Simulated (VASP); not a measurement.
# HgTe (F-43m) in VASP: further runs

The runs below take HgTe through single point, with PBEsol.

Everything below comes from runs of VASP 6.6.1. Logs are shortened: lines on timing, memory, paths and dates and some standing lists are left out, and cuts for length are marked.

## (1) The cell of the first run

Symmetry: F-43m, No. 216, cubic system. The conventional cell has a = 6.444 Å, b = 6.444 Å, c = 6.444 Å, α = 90.00°, β = 90.00°, γ = 90.00°. Hg (site symmetry -43m) has 4 Te at 2.79 Å within 3.7 Å. Te (site symmetry -43m) has 4 Hg at 2.79 Å within 3.7 Å.

## (2) Single point, PBEsol (volume scaled by 0.97)

File INCAR:

```
SYSTEM = HgTe
PREC = Accurate
ENCUT = 520
EDIFF = 1E-6
ISMEAR = 0
SIGMA = 0.1
LREAL = .False.
LASPH = .True.
NELM = 80
ALGO = Normal
ISIF = 2
LWAVE = .False.
LCHARG = .False.
GGA = PS
NBANDS = 16
```

File KPOINTS:

```
Automatic mesh
0
Gamma
  12 12 12
  0 0 0
```

File POSCAR:

```
HgTe
1.0
    0.0000000000      3.2218372247      3.2218372247
    3.2218372247      0.0000000000      3.2218372247
    3.2218372247      3.2218372247      0.0000000000
Hg Te
1 1
Direct
    0.0000000000      0.0000000000      0.0000000000
    0.2500000000      0.2500000000      0.2500000000
```

Potentials or basis: VASP PAW PBE potentials, release 64 (Hg, Te).

On the command line:

```sh
cat potpaw_PBE.64/Hg/POTCAR potpaw_PBE.64/Te/POTCAR > POTCAR
mpirun -np 1 vasp_std > vasp.out
```

OUTCAR:

```text
SYSTEM = HgTe
   PREC = Accurate
   ENCUT = 520
   EDIFF = 1E-6
   ISMEAR = 0
   LREAL = .False.
   LASPH = .True.
   NELM = 80
   ISIF = 2
   GGA = PS

 ion  position               nearest neighbor table
   1  0.000  0.000  0.000-   2 2.79   2 2.79   2 2.79   2 2.79
   2  0.250  0.250  0.250-   1 2.79   1 2.79   1 2.79   1 2.79

  LATTYP: Found a face centered cubic cell.
 ALAT       =     6.4436744494

  Lattice vectors:

 A1 = (   0.0000000000,   3.2218372247,   3.2218372247)
 A2 = (   3.2218372247,   0.0000000000,   3.2218372247)
 A3 = (   3.2218372247,   3.2218372247,   0.0000000000)

Analysis of symmetry for initial positions (statically):
=====================================================================
 Subroutine PRICEL returns:
 Original cell was already a primitive cell.

 Routine SETGRP: Setting up the symmetry group for a
 face centered cubic supercell.

 Subroutine GETGRP returns: Found 24 space group operations
 (whereof 24 operations were pure point group operations)
 out of a pool of 48 trial point group operations.

The static configuration has the point symmetry T_d .

Analysis of symmetry for dynamics (positions and initial velocities):
=====================================================================
 Subroutine PRICEL returns:
 Original cell was already a primitive cell.

 Routine SETGRP: Setting up the symmetry group for a
 face centered cubic supercell.

 Subroutine GETGRP returns: Found 24 space group operations
 (whereof 24 operations were pure point group operations)
 out of a pool of 48 trial point group operations.

The dynamic configuration has the point symmetry T_d .

 Subroutine INISYM returns: Found 24 space group operations
 (whereof 24 operations are pure point group operations),
 and found     1 'primitive' translations

----------------------------------------------------------------------------------------

                                     Primitive cell

  volume of cell :      66.8869

  direct lattice vectors                    reciprocal lattice vectors
     0.000000000  3.221837225  3.221837225    -0.155190956  0.155190956  0.155190956
     3.221837225  0.000000000  3.221837225     0.155190956 -0.155190956  0.155190956
     3.221837225  3.221837225  0.000000000     0.155190956  0.155190956 -0.155190956

  length of vectors
     4.556365899  4.556365899  4.556365899     0.268798621  0.268798621  0.268798621

  position of ions in fractional coordinates (direct lattice)
     0.000000000  0.000000000  0.000000000
     0.250000000  0.250000000  0.250000000

  ion indices of the primitive-cell ions
   primitive index   ion index
                 1           1
                 2           2

----------------------------------------------------------------------------------------

 KPOINTS: Automatic mesh

Automatic generation of k-mesh.
 Grid dimensions read from file:
 generate k-points for:   12   12   12

 Generating k-lattice:

  Cartesian coordinates                     Fractional coordinates (reciprocal lattice)
    -0.012932580  0.012932580  0.012932580     0.083333333  0.000000000  0.000000000
     0.012932580 -0.012932580  0.012932580     0.000000000  0.083333333  0.000000000
     0.012932580  0.012932580 -0.012932580     0.000000000  0.000000000  0.083333333

  Length of vectors
     0.022399885  0.022399885  0.022399885

  Shift w.r.t. Gamma in fractional coordinates (k-lattice)
     0.000000000  0.000000000  0.000000000

 Subroutine IBZKPT returns following result:
 ===========================================

 Found     72 irreducible k-points:

 Following reciprocal coordinates:
            Coordinates               Weight
  0.000000  0.000000  0.000000      1.000000
  0.083333  0.000000  0.000000      8.000000
  0.166667  0.000000  0.000000      8.000000
  0.250000  0.000000  0.000000      8.000000
  0.333333  0.000000  0.000000      8.000000
  0.416667  0.000000  0.000000      8.000000
[... 16 lines left out ...]
  0.500000  0.166667  0.000000     24.000000
 -0.416667  0.166667  0.000000     24.000000
 [... further k-points ...]
   k-points           NKPTS =     72   k-points in BZ     NKDIM =     72   number of bands    NBANDS=     16
   number of dos      NEDOS =    301   number of ions     NIONS =      2
   total plane-waves  NPLWV =  46656
   dimension x,y,z NGX =    36 NGY =   36 NGZ =   36
   dimension x,y,z NGXF=    72 NGYF=   72 NGZF=   72
   ions per type =               1   1
   NGX,Y,Z   is equivalent  to a cutoff of  13.14, 13.14, 13.14 a.u.
   NGXF,Y,Z  is equivalent  to a cutoff of  26.27, 26.27, 26.27 a.u.
 SYSTEM =  HgTe
   PREC   = accura    normal or accurate (medium, high low for compatibility)
   ISTART =      0    job   : 0-new  1-cont  2-samecut
   ICHARG =      2    charge: 1-file 2-atom 10-const
   ISPIN  =      1    spin polarized calculation?
   LNONCOLLINEAR =      F non collinear calculations
   LSORBIT =      F    spin-orbit coupling
   LASPH  =      T    aspherical Exc in radial PAW
   ENCUT  =  520.0 eV  38.22 Ry    6.18 a.u.   8.47  8.47  8.47*2*pi/ulx,y,z
   NELM   =     80;   NELMIN=  2; NELMDL= -5     # of ELM steps
   EDIFF  = 0.1E-05   stopping-criterion for ELM
   LREAL  =      F    real-space projection
   EDIFFG = 0.1E-04   stopping-criterion for IOM
   NSW    =      0    number of steps for IOM
   IBRION =     -1    ionic relax: 0-MD 1-quasi-New 2-CG
   NFREE  =      0    steps in history (QN), initial steepest desc. (CG)
   ISIF   =      2    stress and relaxation
   ISYM   =      2    0-nonsym 1-usesym 2-fastsym
   POTIM  = 0.5000    time-step for ionic-motion
   TEBEG  =    0.0;   TEEND  =   0.0 temperature during run
   PSTRESS=    0.0 pullay stress
   NELECT =      18.0000    total number of electrons
   NUPDOWN=      -1.0000    fix difference up-down
   EMIN   =  10.00;   EMAX   =-10.00  energy-range for DOS
   EFERMI =   0.00;   METHOD = LEGACY
   ISMEAR =     0;   SIGMA  =   0.10  broadening in eV -4-tet -1-fermi 0-gaus
   EFERMI_NEDOS =   21; number of points for ismear=-14 and -15
   IALGO  =     38    algorithm
   IMIX   =      4    mixing-type and parameters
     AMIX     =   0.40;   BMIX     =  1.00
     AMIX_MAG =   1.60;   BMIX_MAG =  1.00
  volume/ion in A,a.u.               =      33.44       225.69
  Fermi-wavevector in a.u.,A,eV,Ry     =   1.056944  1.997335 15.199491  1.117131
  Thomas-Fermi vector in A             =   2.192199
   LORBIT       =      0    0 simple, 1 ext, 2 COOP (PROOUT), +10 PAW based schemes
   GGA     = PS    functional components
   LHFCALC =     F    Hartree Fock is set to
   AEXX    =    0.0000 exact exchange contribution
   IVDW    =     0    specifies the selected vdW correction
   LEPSILON=     F    determine dielectric tensor
   LRPA    =     F    only Hartree local field effects (RPA)
 non-spin polarized calculation
 Gauss-broadening in eV      SIGMA  =   0.10
  energy-cutoff  :      520.00
  volume of cell :       66.89
 maximum number of plane-waves:      1828
 NGX is ok and might be reduce to    36
   NGX = 17   NGY = 17   NGZ = 17

 number of electron      18.0000000 magnetization

 Free energy of the ion-electron system (eV)
  ---------------------------------------------------
  ext. energy  EPLUGINS =         0.00000000
  ---------------------------------------------------
  free energy    TOTEN  =        -4.36665341 eV

  energy without entropy =       -4.36650139  energy(sigma->0) =       -4.36657740

 E-fermi :   3.1134     XC(G=0):  -8.9810

 val. band max:        3.0529827386   @ k =   0.0000   0.0000   0.0000
 cond. band min:       3.4744776816   @ k =   0.0833   0.0000   0.0000
 fundamental gap:      0.4214949430
 Fermi energy:         3.1133906986

 k-point     1 :       0.0000    0.0000    0.0000
  band No.  band energies     occupation
      1      -9.0404      2.00000
      2      -4.3491      2.00000
      3      -4.3491      2.00000
      4      -4.3491      2.00000
      5      -3.8015      2.00000
      6      -3.8015      2.00000
[... 8 lines left out ...]
     15      12.6049      0.00000
     16      12.6049      0.00000

 k-point     2 :       0.0833    0.0000    0.0000
  band No.  band energies     occupation
      1      -9.0044      2.00000
      2      -4.3390      2.00000
      3      -4.3390      2.00000
      4      -4.3382      2.00000
      5      -3.8028      2.00000
      6      -3.8028      2.00000
[... 8 lines left out ...]
     15      11.9928      0.00000
     16      11.9928      0.00000

 k-point     3 :       0.1667    0.0000    0.0000
  band No.  band energies     occupation
      1      -8.9037      2.00000
      2      -4.3119      2.00000
      3      -4.3119      2.00000
      4      -4.2958      2.00000
      5      -3.8047      2.00000
      6      -3.8047      2.00000
[... 8 lines left out ...]
     15      11.5548      0.00000
     16      11.5548      0.00000

 k-point     4 :       0.2500    0.0000    0.0000
  band No.  band energies     occupation
      1      -8.7601      2.00000
      2      -4.2777      2.00000
      3      -4.2777      2.00000
      4      -4.1963      2.00000
      5      -3.8031      2.00000
      6      -3.8031      2.00000
[... 8 lines left out ...]
     15      11.4985      0.00000
     16      11.4985      0.00000

 k-point     5 :       0.3333    0.0000    0.0000
  band No.  band energies     occupation
      1      -8.6091      2.00000
      2      -4.2475      2.00000
      3      -4.2475      2.00000
      4      -4.0070      2.00000
      5      -3.7953      2.00000
      6      -3.7953      2.00000
[... 8 lines left out ...]
     15      11.8762      0.00000
     16      11.8762      0.00000

 k-point     6 :       0.4167    0.0000    0.0000
  band No.  band energies     occupation
      1      -8.4937      2.00000
      2      -4.2287      2.00000
      3      -4.2287      2.00000
      4      -3.7850      2.00000
      5      -3.7850      2.00000
      6      -3.7168      2.00000
[... 8 lines left out ...]
     15      12.5646      0.00000
     16      12.5646      0.00000

 k-point     7 :       0.5000    0.0000    0.0000
  band No.  band energies     occupation
      1      -8.4505      2.00000
      2      -4.2226      2.00000
      3      -4.2226      2.00000
      4      -3.7801      2.00000
      5      -3.7801      2.00000
      6      -3.4949      2.00000
[... 8 lines left out ...]
     15      13.0637      0.00000
     16      13.0637      0.00000

 k-point     8 :       0.0833    0.0833    0.0000
  band No.  band energies     occupation
      1      -8.9924      2.00000
      2      -4.3463      2.00000
      3      -4.3297      2.00000
      4      -4.3297      2.00000
      5      -3.8093      2.00000
      6      -3.7972      2.00000
[... 8 lines left out ...]
     15      11.3416      0.00000
     16      12.6393      0.00000

 k-point     9 :       0.1667    0.0833    0.0000
  band No.  band energies     occupation
      1      -8.9131      2.00000
      2      -4.3304      2.00000
      3      -4.3026      2.00000
      4      -4.2982      2.00000
      5      -3.8161      2.00000
      6      -3.7939      2.00000
[... 8 lines left out ...]
     15      10.9904      0.00000
     16      12.2358      0.00000
[... 172 lines left out ...]
 k-point    19 :       0.1667    0.1667    0.0000
  band No.  band energies     occupation
      1      -8.8575      2.00000
      2      -4.3305      2.00000
      3      -4.2739      2.00000
      4      -4.2739      2.00000
      5      -3.8266      2.00000
      6      -3.7855      2.00000
[... 8 lines left out ...]
     15      11.4244      0.00000
     16      12.7405      0.00000

 k-point    20 :       0.2500    0.1667    0.0000
  band No.  band energies     occupation
      1      -8.7488      2.00000
      2      -4.3022      2.00000
      3      -4.2352      2.00000
      4      -4.2234      2.00000
      5      -3.8297      2.00000
      6      -3.7787      2.00000
[... 8 lines left out ...]
     15      12.1601      0.00000
     16      12.6207      0.00000

 k-point    21 :       0.3333    0.1667    0.0000
  band No.  band energies     occupation
      1      -8.6125      2.00000
      2      -4.2585      2.00000
      3      -4.1988      2.00000
      4      -4.1232      2.00000
      5      -3.8117      2.00000
      6      -3.7727      2.00000
[... 8 lines left out ...]
     15      12.3334      0.00000
     16      12.7302      0.00000

 k-point    22 :       0.4167    0.1667    0.0000
  band No.  band energies     occupation
      1      -8.4842      2.00000
      2      -4.2252      2.00000
      3      -4.1748      2.00000
      4      -3.9677      2.00000
      5      -3.7696      2.00000
      6      -3.7354      2.00000
[... 8 lines left out ...]
     15      12.3813      0.00000
     16      13.1658      0.00000

 k-point    23 :       0.5000    0.1667    0.0000
  band No.  band energies     occupation
      1      -8.4017      2.00000
      2      -4.2071      2.00000
      3      -4.1668      2.00000
      4      -3.8603      2.00000
      5      -3.7749      2.00000
      6      -3.5343      2.00000
[... 8 lines left out ...]
     15      12.6174      0.00000
     16      13.1948      0.00000

 k-point    24 :      -0.4167    0.1667    0.0000
  band No.  band energies     occupation
      1      -8.3909      2.00000
      2      -4.2003      2.00000
      3      -4.1743      2.00000
      4      -3.8211      2.00000
      5      -3.7906      2.00000
      6      -3.4812      2.00000
[... 8 lines left out ...]
     15      12.3528      0.00000
     16      12.5365      0.00000

 [... further k-points ...]
[... 5 lines left out ...]
  --------------------------------------------------------------------------------------
  -------------------------------------------------------------------------------------
  Total        0.6300337      0.6300337      0.6300337      0.0000000      0.0000000     -0.0000000
  in kB       15.0915403     15.0915403     15.0915403      0.0000000      0.0000000     -0.0000000
  external PRESSURE =      15.0915403 kB  Pullay stress =       0.0000000 kB

 VOLUME and BASIS-vectors are now :
 -----------------------------------------------------------------------------
  energy-cutoff  :      520.00
  volume of cell :       66.89
      direct lattice vectors                 reciprocal lattice vectors
     0.000000000  3.221837225  3.221837225    -0.155190956  0.155190956  0.155190956
     3.221837225  0.000000000  3.221837225     0.155190956 -0.155190956  0.155190956
     3.221837225  3.221837225  0.000000000     0.155190956  0.155190956 -0.155190956

 POSITION                                       TOTAL-FORCE (eV/Angst)
 -----------------------------------------------------------------------------------
      0.00000      0.00000      0.00000         0.000000      0.000000      0.000000
      1.61092      1.61092      1.61092        -0.000000      0.000000     -0.000000
 -----------------------------------------------------------------------------------
    total drift:                               -0.000000     -0.000000     -0.000000

  FREE ENERGIE OF THE ION-ELECTRON SYSTEM (eV)
  ---------------------------------------------------
  free  energy   TOTEN  =        -4.3666534075 eV

  energy  without entropy=       -4.3665013904  energy(sigma->0) =       -4.36657740
```

Wall time 28 s (1 thread of Intel Xeon 6975P-C (Granite Rapids), shared host); peak memory 0.25 GiB.

What came out:

```yaml
Free_energy: -4.3667 eV
Pressure: 1.5 GPa
Band_gap_on_the_k_mesh: zero (filled and empty bands touch)
```

Caveat: the PAW data sets were made with another functional, which shifts forces and pressure a little; spin-orbit coupling is left out, which moves the levels of the heavy elements.

(Continued in part 2 of 2.)
